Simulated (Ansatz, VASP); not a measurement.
GaN in VASP and in Ansatz

```
CELL_PARAMETERS angstrom
3.15374 0.00000 0.00000
-1.57687 2.73122 0.00000
0.00000 0.00000 23.80000
ATOMIC_POSITIONS crystal
Ga 0.33333 0.66667 0.29412
N 0.66667 0.33333 0.29412
```

Alike in both runs: functional LDA; k mesh 12 × 12 × 1; occupations gaussian, width 0.03 eV; no spin polarisation.

Ansatz relaxed the structure, and its values are those at the end. VASP's run is a single point on that final structure, the one shown.

```csv
,VASP,Ansatz
version,VASP 6.6.1,Ansatz 0.2.0
potentials or method,"VASP PAW LDA potentials, release 64 (Ga_d, N), cutoff 520 eV","scalar-relativistic, plane waves, PAW"
valence electrons in the cell,18,18
```

```csv
,VASP,Ansatz,Ansatz less VASP
gap on the k mesh at the Fermi level (eV),2.47,2.46,-0.006
least direct gap on the mesh (eV),2.68,2.67,-0.004
```

Ansatz warns that its potentials were made for another functional, while VASP's fit it. LDA's correlation is that of Perdew and Zunger in VASP and of Perdew and Wang (1992) in Ansatz. Ansatz's warnings: slab cell height set, structure snapped to symmetry, xc potential rough in thin density.
